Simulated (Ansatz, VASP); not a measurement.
## Au: VASP beside Ansatz

```
CELL_PARAMETERS angstrom
-4.09100 -4.09100 0.00000
0.00000 -4.09100 4.09100
-4.09100 0.00000 4.09100
ATOMIC_POSITIONS crystal
Au 0.53457 0.00000 0.00000
Au 0.00000 0.00000 0.00000
Au 0.50000 0.50000 0.00000
Au 0.00000 0.50000 0.00000
Au 0.50000 0.00000 0.50000
Au 0.00000 0.00000 0.50000
Au 0.50000 0.50000 0.50000
Au 0.00000 0.50000 0.50000
```

Alike in both runs: task single point; functional PBE; k mesh 10 × 10 × 10; occupations gaussian, width 0.15 eV; no spin polarisation.

```csv
,VASP,Ansatz
version,VASP 6.6.1,Ansatz 0.2.0
potentials or method,"VASP PAW PBE potentials, release 64 (Au), cutoff 520 eV","scalar-relativistic, plane waves, PAW"
valence electrons in the cell,88,152
```

VASP gave:

| Item | Value |
| --- | --- |
| gap on the k mesh at the Fermi level (eV) | none |
| pressure (GPa) | 8.5 |
| traceless stress, the component that is largest in VASP (GPa) | 0.42 |
| rms of the force components (eV/Å) | 0.443 |

What did Ansatz give for the same quantities?

gap on the k mesh at the Fermi level (eV): none; pressure (GPa): 8.8; traceless stress, the component that is largest in VASP (GPa): 0.42; rms of the force components (eV/Å): 0.446.

Atom by atom the forces differ by 0.003 eV/Å (rms over components). A gap of «none» marks a metal or a gap that the smearing closes. VASP's potentials hold 88 valence electrons a cell and Ansatz's 152, so a difference there can come from the potentials and not from the codes.

Spin-orbit coupling is off throughout.
